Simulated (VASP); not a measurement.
# W (Fd-3m) in VASP: notebook

W is run at these levels: PBE; tasks: single point.

Program: VASP 6.6.1. These are calculated values, not measurements. Logs are shortened: lines on timing, memory, paths and dates and some standing lists are left out, and cuts for length are marked.

**1. The cell of the first run**

It takes space group Fd-3m (No. 227, cubic). Conventional cell: a = 5.298 Å, b = 5.298 Å, c = 5.298 Å, α = 90.00°, β = 90.00°, γ = 90.00°. Within 3.0 Å of W (site symmetry -43m) lie 4 W at 2.29 Å.

This isn't the form of W at room conditions, which is bcc.

**2. Single point, PBE (18.59 Å³/atom)**

Contents of INCAR:

```
SYSTEM = W
ALGO = Normal
EDIFF = 1E-6
ENCUT = 520
GGA = PE
ISIF = 2
ISMEAR = -1
LASPH = .TRUE.
LCHARG = .FALSE.
LREAL = .FALSE.
LWAVE = .FALSE.
NBANDS = 21
NELM = 60
PREC = Accurate
SIGMA = 0.1
```

Contents of KPOINTS:

```
k-points
0
G
  12 12 12
  0 0 0
```

Contents of POSCAR:

```
W
1.0
    0.0000000000      2.6491881896      2.6491881896
    2.6491881896      0.0000000000      2.6491881896
    2.6491881896      2.6491881896      0.0000000000
W
2
Direct
   -0.1250000000     -0.1250000000     -0.1250000000
    0.1250000000      0.1250000000      0.1250000000
```

Potentials or basis: VASP PAW PBE potentials, release 64 (W_sv).

Command:

```console
> cat potpaw_PBE.64/W_sv/POTCAR > POTCAR
> mpirun -np 1 vasp_std > vasp.out
```

OUTCAR:

```text
SYSTEM = W
   EDIFF = 1E-6
   ENCUT = 520
   GGA = PE
   ISIF = 2
   ISMEAR = -1
   LASPH = .TRUE.
   LREAL = .FALSE.
   NELM = 60
   PREC = Accurate

 ion  position               nearest neighbor table
   1  0.875  0.875  0.875-   2 2.29   2 2.29   2 2.29   2 2.29
   2  0.125  0.125  0.125-   1 2.29   1 2.29   1 2.29   1 2.29

  LATTYP: Found a face centered cubic cell.
 ALAT       =     5.2983763792

  Lattice vectors:

 A1 = (   0.0000000000,   2.6491881896,   2.6491881896)
 A2 = (   2.6491881896,   0.0000000000,   2.6491881896)
 A3 = (   2.6491881896,   2.6491881896,   0.0000000000)

Analysis of symmetry for initial positions (statically):
=====================================================================
 Subroutine PRICEL returns:
 Original cell was already a primitive cell.

 Routine SETGRP: Setting up the symmetry group for a
 face centered cubic supercell.

 Subroutine GETGRP returns: Found 48 space group operations
 (whereof 12 operations were pure point group operations)
 out of a pool of 48 trial point group operations.

The static configuration has the point symmetry D_3d.
 The point group associated with its full space group is O_h .

Analysis of symmetry for dynamics (positions and initial velocities):
=====================================================================
 Subroutine PRICEL returns:
 Original cell was already a primitive cell.

 Routine SETGRP: Setting up the symmetry group for a
 face centered cubic supercell.

 Subroutine GETGRP returns: Found 48 space group operations
 (whereof 12 operations were pure point group operations)
 out of a pool of 48 trial point group operations.

The dynamic configuration has the point symmetry D_3d.
 The point group associated with its full space group is O_h .

 Subroutine INISYM returns: Found 48 space group operations
 (whereof 12 operations are pure point group operations),
 and found     1 'primitive' translations

----------------------------------------------------------------------------------------

                                     Primitive cell

  volume of cell :      37.1851

  direct lattice vectors                    reciprocal lattice vectors
     0.000000000  2.649188190  2.649188190    -0.188737064  0.188737064  0.188737064
     2.649188190  0.000000000  2.649188190     0.188737064 -0.188737064  0.188737064
     2.649188190  2.649188190  0.000000000     0.188737064  0.188737064 -0.188737064

  length of vectors
     3.746517867  3.746517867  3.746517867     0.326902184  0.326902184  0.326902184
[... 71 lines left out ...]
 SYSTEM =  W
   PREC   = accura    normal or accurate (medium, high low for compatibility)
   ISTART =      0    job   : 0-new  1-cont  2-samecut
   ICHARG =      2    charge: 1-file 2-atom 10-const
   ISPIN  =      1    spin polarized calculation?
   LNONCOLLINEAR =      F non collinear calculations
   LSORBIT =      F    spin-orbit coupling
   LASPH  =      T    aspherical Exc in radial PAW
   ENCUT  =  520.0 eV  38.22 Ry    6.18 a.u.   6.97  6.97  6.97*2*pi/ulx,y,z
   NELM   =     60;   NELMIN=  2; NELMDL= -5     # of ELM steps
   EDIFF  = 0.1E-05   stopping-criterion for ELM
   LREAL  =      F    real-space projection
[... 7 lines left out ...]
   TEBEG  =    0.0;   TEEND  =   0.0 temperature during run
   PSTRESS=    0.0 pullay stress
   NELECT =      28.0000    total number of electrons
   NUPDOWN=      -1.0000    fix difference up-down
   EMIN   =  10.00;   EMAX   =-10.00  energy-range for DOS
   EFERMI =   0.00;   METHOD = LEGACY
   ISMEAR =    -1;   SIGMA  =   0.10  broadening in eV -4-tet -1-fermi 0-gaus
   EFERMI_NEDOS =   21; number of points for ismear=-14 and -15
   IALGO  =     38    algorithm
   IMIX   =      4    mixing-type and parameters
     AMIX     =   0.40;   BMIX     =  1.00
     AMIX_MAG =   1.60;   BMIX_MAG =  1.00
  volume/ion in A,a.u.               =      18.59       125.47
  Fermi-wavevector in a.u.,A,eV,Ry     =   1.489377  2.814515 30.181048  2.218244
  Thomas-Fermi vector in A             =   2.602293
   LORBIT       =      0    0 simple, 1 ext, 2 COOP (PROOUT), +10 PAW based schemes
   GGA     = PE    functional components
   LHFCALC =     F    Hartree Fock is set to
   AEXX    =    0.0000 exact exchange contribution
   IVDW    =     0    specifies the selected vdW correction
   LEPSILON=     F    determine dielectric tensor
   LRPA    =     F    only Hartree local field effects (RPA)
 non-spin polarized calculation
  energy-cutoff  :      520.00
  volume of cell :       37.19
 maximum number of plane-waves:      1018
   NGX = 13   NGY = 13   NGZ = 13

 number of electron      27.9999997 magnetization

 Free energy of the ion-electron system (eV)
  ---------------------------------------------------
  ext. energy  EPLUGINS =         0.00000000
  ---------------------------------------------------
  free energy    TOTEN  =       -18.69974488 eV

  energy without entropy =      -18.63870177  energy(sigma->0) =      -18.66922332

 E-fermi :   8.4596     XC(G=0): -12.2408

 val. band max:        8.4394317100   @ k =  -0.4167   0.4167   0.0833
 cond. band min:       8.4604660472   @ k =  -0.3333   0.2500   0.0000
 fundamental gap:      0.0210343372
 Fermi energy:         8.4596269157

 k-point     1 :       0.0000    0.0000    0.0000
  band No.  band energies     occupation
      1     -64.8226      2.00000
      2     -63.9195      2.00000
      3     -29.8389      2.00000
      4     -29.8389      2.00000
      5     -29.8389      2.00000
      6     -27.9518      2.00000
[... 565 lines left out ...]
     20      14.7963      0.00000
     21      19.3107      0.00000

 [... further k-points ...]

------------------------ aborting loop because EDIFF is reached ----------------------------------------

  FORCE on cell =-STRESS in cart. coord.  units (eV):
  Direction    XX          YY          ZZ          XY          YZ          ZX
  --------------------------------------------------------------------------------------
  -------------------------------------------------------------------------------------
  Total       14.5941115     14.5941115     14.5941115     -0.0000000     -0.0000000      0.0000000
  in kB      628.8105441    628.8105441    628.8105441     -0.0000000     -0.0000000      0.0000000
  external PRESSURE =     628.8105441 kB  Pullay stress =       0.0000000 kB

 VOLUME and BASIS-vectors are now :
 -----------------------------------------------------------------------------
  energy-cutoff  :      520.00
  volume of cell :       37.19
      direct lattice vectors                 reciprocal lattice vectors
     0.000000000  2.649188190  2.649188190    -0.188737064  0.188737064  0.188737064
     2.649188190  0.000000000  2.649188190     0.188737064 -0.188737064  0.188737064
     2.649188190  2.649188190  0.000000000     0.188737064  0.188737064 -0.188737064

 POSITION                                       TOTAL-FORCE (eV/Angst)
 -----------------------------------------------------------------------------------
      4.63608      4.63608      4.63608        -0.000000      0.000000     -0.000000
      0.66230      0.66230      0.66230         0.000000     -0.000000      0.000000
 -----------------------------------------------------------------------------------
    total drift:                                0.000000     -0.000000     -0.000000

  FREE ENERGIE OF THE ION-ELECTRON SYSTEM (eV)
  ---------------------------------------------------
  free  energy   TOTEN  =       -18.6997448804 eV

  energy  without entropy=      -18.6387017663  energy(sigma->0) =      -18.66922332
```

Wall time 74 s (1 thread of Intel Xeon 8259CL, shared host); peak memory 0.18 GiB.

Results:

```yaml
Free_energy: -18.6997 eV
Pressure: 62.9 GPa
Band_gap_on_the_k_mesh: zero (bands 14 and 15 overlap by 0.99 eV)
```

Levels at points of the mesh, in eV from the Fermi level:
| k point | band 12 | band 13 | band 14 | band 15 | band 16 | band 17 |
| --- | --- | --- | --- | --- | --- | --- |
| (0.00, 0.00, 0.00) | -1.52 | -1.52 | -1.52 | 1.91 | 1.91 | 1.91 |
| (0.50, 0.00, 0.00) | -2.88 | -2.02 | -2.02 | 0.05 | 3.61 | 3.61 |
| (0.50, 0.50, 0.00) | -1.95 | -0.71 | -0.71 | 0.81 | 0.81 | 5.89 |

Caveat: the cell stands under pressure; spin-orbit coupling is left out, which moves the levels of the heavy elements.

**3. Single point, PBE (21.07 Å³/atom)**

This run uses another cell than the first one, of 21.07 Å³/atom.

Contents of INCAR:

```
PREC = Accurate ; ENCUT = 520
EDIFF = 1E-7 ; ISMEAR = -1
SIGMA = 0.1 ; LREAL = False
LASPH = True ; NELM = 60
ALGO = Normal ; ISIF = 2
LWAVE = False ; LCHARG = False
GGA = PE ; NBANDS = 21
```

Contents of KPOINTS:

```
Automatic mesh
0
Gamma
  12 12 12
```

Contents of POSCAR:

```
W
1.0
    0.0000000000      2.7620531474      2.7620531474
    2.7620531474      0.0000000000      2.7620531474
    2.7620531474      2.7620531474      0.0000000000
W
2
Direct
   -0.1250000000     -0.1250000000     -0.1250000000
    0.1250000000      0.1250000000      0.1250000000
```

Potentials or basis: VASP PAW PBE potentials, release 64 (W_sv).

Command:

```console
> cat potpaw_PBE.64/W_sv/POTCAR > POTCAR
> mpirun -np 1 vasp_std > vasp.out
```

Wall time 1.7 min (1 thread of Intel Xeon 8259CL, shared host); peak memory 0.2 GiB.

It converged, with:

```yaml
Free_energy: -20.0592 eV
Pressure: 28.0 GPa
Band_gap_on_the_k_mesh: zero (bands 14 and 15 overlap by 0.91 eV)
```

Levels at points of the mesh, in eV from the Fermi level:
```
           k point  band 12  band 13  band 14  band 15  band 16  band 17
(0.00, 0.00, 0.00)    -1.30    -1.30    -1.30     1.73     1.73     1.73
(0.50, 0.00, 0.00)    -2.26    -1.62    -1.62    -0.20     3.17     3.17
(0.50, 0.50, 0.00)    -1.54    -1.04    -1.04     0.99     0.99     5.27
```

Caveat: the cell stands under pressure; spin-orbit coupling is left out, which moves the levels of the heavy elements.

**4. Single point, PBE (23.55 Å³/atom)**

This run uses another cell than the first one, of 23.55 Å³/atom.

Contents of INCAR:

```
  PREC = Accurate
  ENCUT = 520
  EDIFF = 1E-6
  ISMEAR = -1
  SIGMA = 0.1
  LREAL = F
  LASPH = T
  NELM = 100
  ALGO = Normal
  ISIF = 2
  LWAVE = F
  LCHARG = T
  GGA = PE
  LELF = T
  LVHAR = T
  NBANDS = 21
```

Contents of KPOINTS:

```
regular mesh
0
Gamma
  12 12 12
```

Contents of POSCAR:

```
W
1.0
    0.0000000000      2.8663788514      2.8663788514
    2.8663788514      0.0000000000      2.8663788514
    2.8663788514      2.8663788514      0.0000000000
W
2
Direct
   -0.1250000000     -0.1250000000     -0.1250000000
    0.1250000000      0.1250000000      0.1250000000
```

Command:

```console
> cat potpaw_PBE.64/W_sv/POTCAR > POTCAR
> mpirun -np 1 vasp_std > vasp.out
```

It took 94 s on 1 thread of Intel Xeon 8259CL, shared host; peak memory 0.2 GiB.

It converged, with:

```
Free energy            : -20.5842 eV
Pressure               : 7.5 GPa
Band gap on the k mesh : zero (bands 14 and 15 overlap by 0.92 eV)
```

Levels at points of the mesh, in eV from the Fermi level:
```
           k point  band 12  band 13  band 14  band 15  band 16  band 17
(0.00, 0.00, 0.00)    -1.14    -1.14    -1.14     1.60     1.60     1.60
(0.50, 0.00, 0.00)    -1.81    -1.34    -1.34    -0.37     2.83     2.83
(0.50, 0.50, 0.00)    -1.25    -1.25    -1.25     1.07     1.07     4.80
```

Caveat: the cell stands under pressure; spin-orbit coupling is left out, which moves the levels of the heavy elements.

**5. Overview**

| cell | gap on the mesh (eV) | pressure (GPa) |
| --- | --- | --- |
| a = 3.747 Å, angles 60.0°, 2 atoms | none | 62.9 |
| a = 3.906 Å, angles 60.0°, 2 atoms | none | 28.0 |
| a = 4.054 Å, angles 60.0°, 2 atoms | none | 7.5 |

Alike in all rows: task single point; level PBE; potentials or basis VASP PAW PBE potentials, release 64 (W_sv); no spin polarisation; k mesh 12 × 12 × 12; cutoff (eV) 520; smearing fermi-dirac 0.1 eV.

Caveats: the cell stands under pressure; spin-orbit coupling is left out, which moves the levels of the heavy elements.

Total energies depend on the potentials used, so only differences within one code and one set of settings carry meaning.

The gap in the log of VASP goes by the Fermi energy; the results here count the filled bands.